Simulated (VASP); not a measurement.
# Sn (Fd-3m) in VASP: a series of runs

Runs on Sn. Level: PBEsol. Tasks: single point.

Program: VASP 6.6.1. These are calculated values, not measurements. Logs are shortened: lines on timing, memory, paths and dates and some standing lists are left out, and cuts for length are marked.

## 1. The cell of the first run

The structure is cubic, space group Fd-3m (No. 227). The conventional cell has a = 6.467 Å, b = 6.467 Å, c = 6.467 Å, α = 90.00°, β = 90.00°, γ = 90.00°. Sn (site symmetry -43m) has 4 Sn at 2.80 Å within 3.7 Å.

This isn't the form of Sn at room conditions, which is tetragonal (white tin).

## 2. Single point, PBEsol

File INCAR:

```
SYSTEM = Sn
PREC     = Accurate       ! precision mode
ENCUT    = 500            ! plane-wave cutoff, eV
EDIFF    = 1E-6           ! SCF threshold, eV
ISMEAR   = -1             ! smearing method
SIGMA    = 0.1            ! smearing width, eV
LREAL    = .FALSE.        ! projectors in reciprocal space
LASPH    = .TRUE.         ! aspherical terms in the spheres
NELM     = 120            ! most SCF steps
ALGO     = Normal         ! electronic algorithm
ISIF     = 2              ! what is computed and relaxed
LWAVE    = .FALSE.        ! write WAVECAR
LCHARG   = .FALSE.        ! write CHGCAR
GGA      = PS             ! functional
NBANDS   = 21             ! bands
GGA_COMPAT= .FALSE.
```

File KPOINTS:

```
regular mesh
0
G
  7 7 7
  0 0 0
```

File POSCAR:

```
Sn
1.0
    0.0000000000      3.2333428000      3.2333428000
    3.2333428000      0.0000000000      3.2333428000
    3.2333428000      3.2333428000      0.0000000000
Sn
2
Direct
    0.5000000000      0.5000000000      0.5000000000
    0.7500000000      0.7500000000      0.7500000000
```

Potentials or basis: VASP PAW PBE potentials, release 64 (Sn_d).

Run with:

```
$ cat potpaw_PBE.64/Sn_d/POTCAR > POTCAR
$ mpirun -np 1 vasp_std > vasp.out
```

OUTCAR:

```text
SYSTEM = Sn
   PREC = Accurate
   ENCUT = 500
   EDIFF = 1E-6
   ISMEAR = -1
   LREAL = .FALSE.
   LASPH = .TRUE.
   NELM = 120
   ISIF = 2
   GGA = PS

 ion  position               nearest neighbor table
   1  0.500  0.500  0.500-   2 2.80   2 2.80   2 2.80   2 2.80
   2  0.750  0.750  0.750-   1 2.80   1 2.80   1 2.80   1 2.80

  LATTYP: Found a face centered cubic cell.
 ALAT       =     6.4666856000

  Lattice vectors:

 A1 = (   0.0000000000,   3.2333428000,   3.2333428000)
 A2 = (   3.2333428000,   0.0000000000,   3.2333428000)
 A3 = (   3.2333428000,   3.2333428000,   0.0000000000)

Analysis of symmetry for initial positions (statically):
=====================================================================
 Subroutine PRICEL returns:
 Original cell was already a primitive cell.

 Routine SETGRP: Setting up the symmetry group for a
 face centered cubic supercell.

 Subroutine GETGRP returns: Found 48 space group operations
 (whereof 24 operations were pure point group operations)
 out of a pool of 48 trial point group operations.

The static configuration has the point symmetry T_d .
 The point group associated with its full space group is O_h .

Analysis of symmetry for dynamics (positions and initial velocities):
=====================================================================
 Subroutine PRICEL returns:
 Original cell was already a primitive cell.

 Routine SETGRP: Setting up the symmetry group for a
 face centered cubic supercell.

 Subroutine GETGRP returns: Found 48 space group operations
 (whereof 24 operations were pure point group operations)
 out of a pool of 48 trial point group operations.

The dynamic configuration has the point symmetry T_d .
 The point group associated with its full space group is O_h .

 Subroutine INISYM returns: Found 48 space group operations
 (whereof 24 operations are pure point group operations),
 and found     1 'primitive' translations

----------------------------------------------------------------------------------------

                                     Primitive cell

  volume of cell :      67.6060

  direct lattice vectors                    reciprocal lattice vectors
     0.000000000  3.233342800  3.233342800    -0.154638723  0.154638723  0.154638723
     3.233342800  0.000000000  3.233342800     0.154638723 -0.154638723  0.154638723
[... 73 lines left out ...]
   ICHARG =      2    charge: 1-file 2-atom 10-const
   ISPIN  =      1    spin polarized calculation?
   LNONCOLLINEAR =      F non collinear calculations
   LSORBIT =      F    spin-orbit coupling
   LASPH  =      T    aspherical Exc in radial PAW
   ENCUT  =  500.0 eV  36.75 Ry    6.06 a.u.   8.34  8.34  8.34*2*pi/ulx,y,z
   NELM   =    120;   NELMIN=  2; NELMDL= -5     # of ELM steps
   EDIFF  = 0.1E-05   stopping-criterion for ELM
   LREAL  =      F    real-space projection
   EDIFFG = 0.1E-04   stopping-criterion for IOM
   NSW    =      0    number of steps for IOM
   IBRION =     -1    ionic relax: 0-MD 1-quasi-New 2-CG
   NFREE  =      0    steps in history (QN), initial steepest desc. (CG)
   ISIF   =      2    stress and relaxation
   ISYM   =      2    0-nonsym 1-usesym 2-fastsym
   POTIM  = 0.5000    time-step for ionic-motion
   TEBEG  =    0.0;   TEEND  =   0.0 temperature during run
   PSTRESS=    0.0 pullay stress
   NELECT =      28.0000    total number of electrons
   NUPDOWN=      -1.0000    fix difference up-down
   EMIN   =  10.00;   EMAX   =-10.00  energy-range for DOS
   EFERMI =   0.00;   METHOD = LEGACY
   ISMEAR =    -1;   SIGMA  =   0.10  broadening in eV -4-tet -1-fermi 0-gaus
   EFERMI_NEDOS =   21; number of points for ismear=-14 and -15
   IALGO  =     38    algorithm
   IMIX   =      4    mixing-type and parameters
     AMIX     =   0.40;   BMIX     =  1.00
     AMIX_MAG =   1.60;   BMIX_MAG =  1.00
  volume/ion in A,a.u.               =      33.80       228.11
  Fermi-wavevector in a.u.,A,eV,Ry     =   1.220298  2.306028 20.260793  1.489126
  Thomas-Fermi vector in A             =   2.355520
   LORBIT       =      0    0 simple, 1 ext, 2 COOP (PROOUT), +10 PAW based schemes
   GGA     = PS    functional components
   LHFCALC =     F    Hartree Fock is set to
   AEXX    =    0.0000 exact exchange contribution
   IVDW    =     0    specifies the selected vdW correction
   LEPSILON=     F    determine dielectric tensor
   LRPA    =     F    only Hartree local field effects (RPA)
 non-spin polarized calculation
  energy-cutoff  :      500.00
  volume of cell :       67.61
 maximum number of plane-waves:      1759
 NGX is ok and might be reduce to    36
   NGX = 17   NGY = 17   NGZ = 17

 number of electron      28.0000008 magnetization

 Free energy of the ion-electron system (eV)
  ---------------------------------------------------
  ext. energy  EPLUGINS =         0.00000000
  ---------------------------------------------------
  free energy    TOTEN  =        -8.44162799 eV

  energy without entropy =       -8.43218085  energy(sigma->0) =       -8.43690442

 E-fermi :   5.5500     XC(G=0):  -9.1109

 val. band max:        5.3312281565   @ k =   0.1429   0.0000   0.0000
 cond. band min:       5.5943134320   @ k =   0.4286   0.0000   0.0000
 fundamental gap:      0.2630852756
 Fermi energy:         5.5500169927

 k-point     1 :       0.0000    0.0000    0.0000
  band No.  band energies     occupation
      1     -16.0157      2.00000
      2     -16.0157      2.00000
      3     -16.0157      2.00000
      4     -15.9538      2.00000
      5     -15.9538      2.00000
      6     -15.6331      2.00000
[... 469 lines left out ...]
     20      14.3313      0.00000
     21      16.0913      0.00000

------------------------ aborting loop because EDIFF is reached ----------------------------------------

  FORCE on cell =-STRESS in cart. coord.  units (eV):
  Direction    XX          YY          ZZ          XY          YZ          ZX
  --------------------------------------------------------------------------------------
  -------------------------------------------------------------------------------------
  Total        0.6492295      0.6492295      0.6492295     -0.0000000      0.0000000     -0.0000000
  in kB       15.3859231     15.3859231     15.3859231     -0.0000000      0.0000000     -0.0000000
  external PRESSURE =      15.3859231 kB  Pullay stress =       0.0000000 kB

 VOLUME and BASIS-vectors are now :
 -----------------------------------------------------------------------------
  energy-cutoff  :      500.00
  volume of cell :       67.61
      direct lattice vectors                 reciprocal lattice vectors
     0.000000000  3.233342800  3.233342800    -0.154638723  0.154638723  0.154638723
     3.233342800  0.000000000  3.233342800     0.154638723 -0.154638723  0.154638723
     3.233342800  3.233342800  0.000000000     0.154638723  0.154638723 -0.154638723

 POSITION                                       TOTAL-FORCE (eV/Angst)
 -----------------------------------------------------------------------------------
      3.23334      3.23334      3.23334         0.000000     -0.000000     -0.000000
      4.85001      4.85001      4.85001        -0.000000      0.000000      0.000000
 -----------------------------------------------------------------------------------
    total drift:                                0.000000      0.000000      0.000000

  FREE ENERGIE OF THE ION-ELECTRON SYSTEM (eV)
  ---------------------------------------------------
  free  energy   TOTEN  =        -8.4416279911 eV

  energy  without entropy=       -8.4321808503  energy(sigma->0) =       -8.43690442
```

OSZICAR:

```text
N       E                     dE             d eps       ncg     rms          rms(c)
DAV:   1     0.229587767461E+03    0.22959E+03   -0.14498E+04   865   0.190E+03
DAV:   2     0.172738414448E+02   -0.21231E+03   -0.20724E+03   840   0.453E+02
DAV:   3    -0.772019257152E+01   -0.24994E+02   -0.24868E+02   995   0.141E+02
DAV:   4    -0.852347406457E+01   -0.80328E+00   -0.80301E+00   940   0.289E+01
DAV:   5    -0.855085639492E+01   -0.27382E-01   -0.27382E-01  1228   0.519E+00    0.333E+00
DAV:   6    -0.847618960459E+01    0.74667E-01   -0.41534E-02  1145   0.265E+00    0.189E+00
DAV:   7    -0.844036004779E+01    0.35830E-01   -0.55537E-02  1029   0.256E+00    0.166E-01
DAV:   8    -0.844136666217E+01   -0.10066E-02   -0.73858E-03   910   0.100E+00    0.536E-02
DAV:   9    -0.844162133605E+01   -0.25467E-03   -0.40335E-04  1045   0.174E-01    0.118E-02
DAV:  10    -0.844162659985E+01   -0.52638E-05   -0.16664E-05  1046   0.335E-02    0.529E-03
DAV:  11    -0.844162811463E+01   -0.15148E-05   -0.28240E-06   765   0.123E-02    0.708E-04
DAV:  12    -0.844162799111E+01    0.12352E-06   -0.26839E-07   605   0.752E-03
   1 F= -.84416280E+01 E0= -.84369044E+01  d E =-.944714E-02
```

stdout:

```text
POSCAR found type information on POSCAR Sn
 POSCAR found :  1 types and       2 ions
 scaLAPACK will be used
 -----------------------------------------------------------------------------
|                                                                             |
|                                                                             |
|     You enforced a specific xc type in the INCAR file but a different       |
|     I HOPE YOU KNOW WHAT YOU ARE DOING!                                     |
|                                                                             |
 -----------------------------------------------------------------------------

 LDA part: xc-table for (Slater+PW92), standard interpolation
 POSCAR, INCAR and KPOINTS ok, starting setup
 FFT: planning ... GRIDC
 FFT: planning ... GRID_SOFT
 FFT: planning ... GRID
 WAVECAR not read
 entering main loop
```

It took 25 s on 1 thread of Intel Xeon Platinum 8375C at 2.90GHz (Ice Lake), shared host; peak memory 0.19 GiB.

What came out:

| Quantity | Value |
| --- | --- |
| Free energy | -8.4416 eV |
| Pressure | 1.5 GPa |
| Band gap on the k mesh | zero (bands 14 and 15 overlap by 0.10 eV) |

Caveat: the PAW data sets were made with another functional, which shifts forces and pressure a little; spin-orbit coupling is left out, which moves the levels of the heavy elements.

[end of part 1 of 2]

The gap in the log of VASP goes by the Fermi energy; the results here count the filled bands.